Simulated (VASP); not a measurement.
# Ta5W in VASP: notebook

Ta5W is run at these levels: PBE; tasks: single point.

Everything below comes from runs of VASP 6.6.1. Logs are shortened: lines on timing, memory, paths and dates and some standing lists are left out, and cuts for length are marked.

### 1 The cell of the first run

The cell holds a slab with vacuum, 6 atoms: a = 3.320 Å, b = 3.320 Å, c = 24.299 Å, α = 90.00°, β = 90.00°, γ = 90.00°.

### 2 Single point, PBE

File INCAR:

```
PREC = Accurate ; ENCUT = 520
EDIFF = 1E-6 ; ISMEAR = -1
SIGMA = 0.08 ; LREAL = F
LASPH = T ; NELM = 100
ALGO = Normal ; ISIF = 2
LWAVE = F ; LCHARG = F
LDIPOL = T ; IDIPOL = 3
DIPOL = 0.5 0.5 0.500 ; GGA = PE
NBANDS = 44
```

File KPOINTS:

```
regular mesh
0
Gamma
  12 12 1
```

File POSCAR:

```
Ta5W
1.0
    3.3195547178      0.0000000000      0.0000000000
    0.0000000000      3.3195547178      0.0000000000
    0.0000000000      0.0000000000     24.2989000000
W Ta
1 5
Direct
    0.2500000000      0.2500000000      0.3367527515
    0.7500000000      0.7500000000      0.3967757328
    0.2500000000      0.2500000000      0.4643958381
    0.7500000000      0.7500000000      0.5356042256
    0.2500000000      0.2500000000      0.6032242381
    0.7500000000      0.7500000000      0.6632472139
```

Potentials or basis: VASP PAW PBE potentials, release 64 (W_sv, Ta_pv).

Started as:

```
$ cat potpaw_PBE.64/W_sv/POTCAR potpaw_PBE.64/Ta_pv/POTCAR > POTCAR
$ mpirun -np 1 vasp_std > vasp.out
```

OUTCAR:

```text
PREC = Accurate
   ENCUT = 520
   EDIFF = 1E-6
   ISMEAR = -1
   LREAL = F
   LASPH = T
   NELM = 100
   ISIF = 2
   GGA = PE

 ion  position               nearest neighbor table
   1  0.250  0.250  0.337-   2 2.76   2 2.76   2 2.76   2 2.76   3 3.10
   2  0.750  0.750  0.397-   1 2.76   1 2.76   1 2.76   1 2.76   3 2.87   3 2.87   3 2.87   3 2.87
                             4 3.37
   3  0.250  0.250  0.464-   2 2.87   2 2.87   2 2.87   2 2.87   4 2.92   4 2.92   4 2.92   4 2.92
                             1 3.10   5 3.37
   4  0.750  0.750  0.536-   5 2.87   5 2.87   5 2.87   5 2.87   3 2.92   3 2.92   3 2.92   3 2.92
                             6 3.10   2 3.37
   5  0.250  0.250  0.603-   6 2.76   6 2.76   6 2.76   6 2.76   4 2.87   4 2.87   4 2.87   4 2.87
                             3 3.37
   6  0.750  0.750  0.663-   5 2.76   5 2.76   5 2.76   5 2.76   4 3.10

  LATTYP: Found a simple tetragonal cell.
 ALAT       =     3.3195547178
 C/A-ratio  =     7.3199275402

  Lattice vectors:

 A1 = (   3.3195547178,   0.0000000000,   0.0000000000)
 A2 = (   0.0000000000,   3.3195547178,   0.0000000000)
 A3 = (   0.0000000000,   0.0000000000,  24.2989000000)

Analysis of symmetry for initial positions (statically):
=====================================================================
 Subroutine PRICEL returns:
 Original cell was already a primitive cell.

 Routine SETGRP: Setting up the symmetry group for a
 simple tetragonal supercell.

 Subroutine GETGRP returns: Found  8 space group operations
 (whereof  2 operations were pure point group operations)
 out of a pool of 16 trial point group operations.

The static configuration has the point symmetry C_1h.
 The point group associated with its full space group is C_4v.

Analysis of symmetry for dynamics (positions and initial velocities):
=====================================================================
 Subroutine PRICEL returns:
 Original cell was already a primitive cell.

 Routine SETGRP: Setting up the symmetry group for a
 simple tetragonal supercell.

 Subroutine GETGRP returns: Found  8 space group operations
 (whereof  2 operations were pure point group operations)
 out of a pool of 16 trial point group operations.

The dynamic configuration has the point symmetry C_1h.
 The point group associated with its full space group is C_4v.

 Subroutine INISYM returns: Found  8 space group operations
 (whereof  2 operations are pure point group operations),
 and found     1 'primitive' translations

----------------------------------------------------------------------------------------

                                     Primitive cell

  volume of cell :     267.7604

  direct lattice vectors                    reciprocal lattice vectors
     3.319554718  0.000000000  0.000000000     0.301245223  0.000000000  0.000000000
     0.000000000  3.319554718  0.000000000     0.000000000  0.301245223  0.000000000
     0.000000000  0.000000000 24.298900000     0.000000000  0.000000000  0.041154126

  length of vectors
     3.319554718  3.319554718 24.298900000     0.301245223  0.301245223  0.041154126

  position of ions in fractional coordinates (direct lattice)
     0.250000000  0.250000000  0.336752752
     0.750000000  0.750000000  0.396775733
     0.250000000  0.250000000  0.464395838
     0.750000000  0.750000000  0.535604226
     0.250000000  0.250000000  0.603224238
     0.750000000  0.750000000  0.663247214

  ion indices of the primitive-cell ions
   primitive index   ion index
                 1           1
                 2           2
                 3           3
                 4           4
                 5           5
                 6           6

----------------------------------------------------------------------------------------

 KPOINTS: regular mesh

Automatic generation of k-mesh.
 Grid dimensions read from file:
 generate k-points for:   12   12    1

 Generating k-lattice:

  Cartesian coordinates                     Fractional coordinates (reciprocal lattice)
     0.025103769  0.000000000  0.000000000     0.083333333  0.000000000  0.000000000
     0.000000000  0.025103769  0.000000000     0.000000000  0.083333333  0.000000000
     0.000000000  0.000000000  0.041154126     0.000000000  0.000000000  1.000000000

  Length of vectors
     0.025103769  0.025103769  0.041154126

  Shift w.r.t. Gamma in fractional coordinates (k-lattice)
     0.000000000  0.000000000  0.000000000

 Subroutine IBZKPT returns following result:
 ===========================================

 Found     28 irreducible k-points:

 Following reciprocal coordinates:
            Coordinates               Weight
  0.000000  0.000000  0.000000      1.000000
  0.083333  0.000000  0.000000      4.000000
  0.166667  0.000000  0.000000      4.000000
  0.250000  0.000000  0.000000      4.000000
  0.333333  0.000000  0.000000      4.000000
  0.416667  0.000000  0.000000      4.000000
[... 16 lines left out ...]
  0.333333  0.333333  0.000000      4.000000
  0.416667  0.333333  0.000000      8.000000
 [... further k-points ...]
   k-points           NKPTS =     28   k-points in BZ     NKDIM =     28   number of bands    NBANDS=     44
   number of dos      NEDOS =    301   number of ions     NIONS =      6
   total plane-waves  NPLWV = 150528
   dimension x,y,z NGX =    28 NGY =   28 NGZ =  192
   dimension x,y,z NGXF=    56 NGYF=   56 NGZF=  384
   ions per type =               1   5
   NGX,Y,Z   is equivalent  to a cutoff of  14.02, 14.02, 13.14 a.u.
   NGXF,Y,Z  is equivalent  to a cutoff of  28.05, 28.05, 26.27 a.u.
 SYSTEM =  unknown system
   PREC   = accura    normal or accurate (medium, high low for compatibility)
   ISTART =      0    job   : 0-new  1-cont  2-samecut
   ICHARG =      2    charge: 1-file 2-atom 10-const
   ISPIN  =      1    spin polarized calculation?
   LNONCOLLINEAR =      F non collinear calculations
   LSORBIT =      F    spin-orbit coupling
   LASPH  =      T    aspherical Exc in radial PAW
   ENCUT  =  520.0 eV  38.22 Ry    6.18 a.u.   6.17  6.17 45.18*2*pi/ulx,y,z
   NELM   =    100;   NELMIN=  2; NELMDL= -5     # of ELM steps
   EDIFF  = 0.1E-05   stopping-criterion for ELM
   LREAL  =      F    real-space projection
   EDIFFG = 0.1E-04   stopping-criterion for IOM
   NSW    =      0    number of steps for IOM
   IBRION =     -1    ionic relax: 0-MD 1-quasi-New 2-CG
   NFREE  =      0    steps in history (QN), initial steepest desc. (CG)
   ISIF   =      2    stress and relaxation
   ISYM   =      2    0-nonsym 1-usesym 2-fastsym
   POTIM  = 0.5000    time-step for ionic-motion
   TEBEG  =    0.0;   TEEND  =   0.0 temperature during run
   PSTRESS=    0.0 pullay stress
   NELECT =      69.0000    total number of electrons
   NUPDOWN=      -1.0000    fix difference up-down
   EMIN   =  10.00;   EMAX   =-10.00  energy-range for DOS
   EFERMI =   0.00;   METHOD = LEGACY
   ISMEAR =    -1;   SIGMA  =   0.08  broadening in eV -4-tet -1-fermi 0-gaus
   EFERMI_NEDOS =   21; number of points for ismear=-14 and -15
   IALGO  =     38    algorithm
   IMIX   =      4    mixing-type and parameters
     AMIX     =   0.40;   BMIX     =  1.00
     AMIX_MAG =   1.60;   BMIX_MAG =  1.00
  volume/ion in A,a.u.               =      44.63       301.16
  Fermi-wavevector in a.u.,A,eV,Ry     =   1.041779  1.968678 14.766462  1.085304
  Thomas-Fermi vector in A             =   2.176415
   LORBIT       =      0    0 simple, 1 ext, 2 COOP (PROOUT), +10 PAW based schemes
   GGA     = PE    functional components
   LHFCALC =     F    Hartree Fock is set to
   AEXX    =    0.0000 exact exchange contribution
   IVDW    =     0    specifies the selected vdW correction
   LEPSILON=     F    determine dielectric tensor
   LRPA    =     F    only Hartree local field effects (RPA)
 non-spin polarized calculation
  energy-cutoff  :      520.00
  volume of cell :      267.76
 maximum number of plane-waves:      7264
 NGX is ok and might be reduce to    28
   NGX = 13   NGY = 13   NGZ = 91

 dipolmoment           0.000000      0.000000      0.001115 electrons x Angstroem

 number of electron      68.9999995 magnetization

 dipolmoment           0.000000      0.000000     -0.011123 electrons x Angstroem

 Free energy of the ion-electron system (eV)
  ---------------------------------------------------
  ext. energy  EPLUGINS =         0.00000000
  ---------------------------------------------------
  free energy    TOTEN  =       -67.86618105 eV

  energy without entropy =      -67.71215629  energy(sigma->0) =      -67.78916867

 E-fermi :   0.3645     XC(G=0):  -6.0396

 val. band max:        0.3607010370   @ k =   0.1667   0.0833   0.0000
 cond. band min:       0.3775906968   @ k =   0.4167   0.0000   0.0000
 fundamental gap:      0.0168896598
 Fermi energy:         0.3644700181

 k-point     1 :       0.0000    0.0000    0.0000
  band No.  band energies     occupation
      1     -73.5297      2.00000
      2     -37.8047      2.00000
      3     -37.6313      2.00000
      4     -37.6313      2.00000
      5     -34.3208      2.00000
      6     -34.1571      2.00000
[... 36 lines left out ...]
     43       2.2887      0.00000
     44       3.2859      0.00000

 k-point     2 :       0.0833    0.0000    0.0000
  band No.  band energies     occupation
      1     -73.5294      2.00000
      2     -37.8048      2.00000
      3     -37.6405      2.00000
      4     -37.6298      2.00000
      5     -34.3278      2.00000
      6     -34.1731      2.00000
[... 36 lines left out ...]
     43       2.7547      0.00000
     44       2.8256      0.00000

 k-point     3 :       0.1667    0.0000    0.0000
  band No.  band energies     occupation
      1     -73.5286      2.00000
      2     -37.8053      2.00000
      3     -37.6652      2.00000
      4     -37.6255      2.00000
      5     -34.3479      2.00000
      6     -34.2143      2.00000
[... 36 lines left out ...]
     43       2.6202      0.00000
     44       3.1120      0.00000

 k-point     4 :       0.2500    0.0000    0.0000
  band No.  band energies     occupation
      1     -73.5276      2.00000
      2     -37.8060      2.00000
      3     -37.6988      2.00000
      4     -37.6196      2.00000
      5     -34.3769      2.00000
      6     -34.2675      2.00000
[... 882 lines left out ...]
     43       3.4421      0.00000
     44       3.7935      0.00000

 k-point    23 :       0.3333    0.3333    0.0000
  band No.  band energies     occupation
      1     -73.5235      2.00000
      2     -37.7919      2.00000
      3     -37.7283      2.00000
      4     -37.7205      2.00000
      5     -34.3752      2.00000
      6     -34.3486      2.00000
[... 36 lines left out ...]
     43       4.0431      0.00000
     44       4.2053      0.00000

 k-point    24 :       0.4167    0.3333    0.0000
  band No.  band energies     occupation
      1     -73.5227      2.00000
      2     -37.7883      2.00000
      3     -37.7517      2.00000
      4     -37.7219      2.00000
      5     -34.3861      2.00000
      6     -34.3773      2.00000
[... 36 lines left out ...]
     43       4.0140      0.00000
     44       4.0534      0.00000

 [... further k-points ...]

------------------------ aborting loop because EDIFF is reached ----------------------------------------

 vacuum level on the upper side and lower side of the slab       (xc-potential included)        -0.097        -0.032

  FORCE on cell =-STRESS in cart. coord.  units (eV):
  Direction    XX          YY          ZZ          XY          YZ          ZX
  --------------------------------------------------------------------------------------
  -------------------------------------------------------------------------------------
  Total       -4.0911690     -4.0911690     -2.0180582      0.0000000     -0.0000000      0.0000000
  in kB      -24.4800175    -24.4800175    -12.0753018      0.0000000     -0.0000000      0.0000000
  external PRESSURE =     -20.3451123 kB  Pullay stress =       0.0000000 kB

 VOLUME and BASIS-vectors are now :
 -----------------------------------------------------------------------------
  energy-cutoff  :      520.00
  volume of cell :      267.76
      direct lattice vectors                 reciprocal lattice vectors
     3.319554718  0.000000000  0.000000000     0.301245223  0.000000000  0.000000000
     0.000000000  3.319554718  0.000000000     0.000000000  0.301245223  0.000000000
     0.000000000  0.000000000 24.298900000     0.000000000  0.000000000  0.041154126

 POSITION                                       TOTAL-FORCE (eV/Angst)
 -----------------------------------------------------------------------------------
      0.82989      0.82989      8.18272         0.000000     -0.000000      1.263865
      2.48967      2.48967      9.64121        -0.000000     -0.000000     -1.280083
      0.82989      0.82989     11.28431        -0.000000     -0.000000      0.033004
      2.48967      2.48967     13.01459        -0.000000     -0.000000      0.073910
      0.82989      0.82989     14.65769        -0.000000      0.000000     -0.101671
      2.48967      2.48967     16.11618        -0.000000      0.000000      0.010975
 -----------------------------------------------------------------------------------
    total drift:                                0.000000      0.000000     -0.000087

  FREE ENERGIE OF THE ION-ELECTRON SYSTEM (eV)
  ---------------------------------------------------
  free  energy   TOTEN  =       -67.8661810485 eV

  energy  without entropy=      -67.7121562871  energy(sigma->0) =      -67.78916867

 vacuum level on the upper side and lower side of the slab         4.143         4.325
```

It took 25 min on 1 thread of Intel Xeon Platinum 8259CL at 2.50GHz (Skylake/Cascade Lake), shared host; peak memory 0.55 GiB.

What came out:

| Property | Result |
| --- | --- |
| Free energy | -67.8662 eV |
| Largest force | 1.280 eV/Å |
| Band gap on the k mesh | zero (an odd number of electrons rules out a gap without spin polarisation) |

Forces on the atoms (eV/Å):
```
W    0.000  0.000  1.264
Ta   0.000  0.000 -1.280
Ta   0.000  0.000  0.033
Ta   0.000  0.000  0.074
Ta   0.000  0.000 -0.102
Ta   0.000  0.000  0.011
```

Caveat: spin-orbit coupling is left out, which moves the levels of the heavy elements.

### 3 Single point, PBE

File INCAR:

```
SYSTEM = Ta5W
PREC     = Accurate       ! precision mode
ENCUT    = 520            ! plane-wave cutoff, eV
EDIFF    = 1E-7           ! SCF threshold, eV
ISMEAR   = -1             ! smearing method
SIGMA    = 0.08           ! smearing width, eV
LREAL    = .FALSE.        ! projectors in reciprocal space
LASPH    = .TRUE.         ! aspherical terms in the spheres
NELM     = 60             ! most SCF steps
ALGO     = Normal         ! electronic algorithm
ISIF     = 2              ! what is computed and relaxed
LWAVE    = .FALSE.        ! write WAVECAR
LCHARG   = .TRUE.         ! write CHGCAR
LDIPOL   = .TRUE.       
IDIPOL   = 3            
DIPOL    = 0.5 0.5 0.500
GGA      = PE             ! functional
LELF     = .TRUE.         ! ELF
LVHAR    = .TRUE.       
LVACPOTAV= .TRUE.       
NBANDS   = 44             ! bands
```

File KPOINTS:

```
Automatic mesh
0
G
  12 12 1
  0 0 0
```

File POSCAR:

```
Ta5W
1.0
    3.3195547178      0.0000000000      0.0000000000
    0.0000000000      3.3195547178      0.0000000000
    0.0000000000      0.0000000000     24.2989000000
Ta W
5 1
Direct
    0.2500000000      0.2500000000      0.3367527515
    0.7500000000      0.7500000000      0.3967757328
    0.7500000000      0.7500000000      0.5356042256
    0.2500000000      0.2500000000      0.6032242381
    0.7500000000      0.7500000000      0.6632472139
    0.2500000000      0.2500000000      0.4643958381
```

Potentials or basis: VASP PAW PBE potentials, release 64 (Ta_pv, W_sv).

Started as:

```
$ cat potpaw_PBE.64/Ta_pv/POTCAR potpaw_PBE.64/W_sv/POTCAR > POTCAR
$ mpirun -np 1 vasp_std > vasp.out
```

Wall time 15 min (1 thread of Intel Xeon Platinum 8259CL at 2.50GHz (Skylake/Cascade Lake), shared host); peak memory 0.55 GiB.

Results (log left out):

- Free energy: -68.4698 eV
- Largest force: 1.341 eV/Å
- Band gap on the k mesh: zero (an odd number of electrons rules out a gap without spin polarisation)

Forces on the atoms (eV/Å):
```
Ta   0.000  0.000 -0.252
Ta   0.000  0.000  1.341
Ta   0.000  0.000 -0.916
Ta   0.000  0.000 -0.155
Ta   0.000  0.000  0.056
W    0.000  0.000 -0.074
```

Levels at points of the mesh, in eV from the Fermi level:
```csv
k point,band 31,band 32,band 33,band 34,band 35,band 36,band 37,band 38,band 39,band 40
"(0.00, 0.00, 0.00)",-0.11,-0.11,-0.03,0.11,0.56,0.56,0.65,0.74,0.74,1.28
"(0.50, 0.00, 0.00)",-1.03,-0.98,-0.91,0.07,0.11,0.20,0.44,1.19,1.59,2.28
"(0.50, 0.50, 0.00)",-1.40,-1.06,-1.06,0.03,0.03,1.91,1.91,2.22,2.22,2.33
```

Caveat: spin-orbit coupling is left out, which moves the levels of the heavy elements.

(Continued in part 2 of 2.)
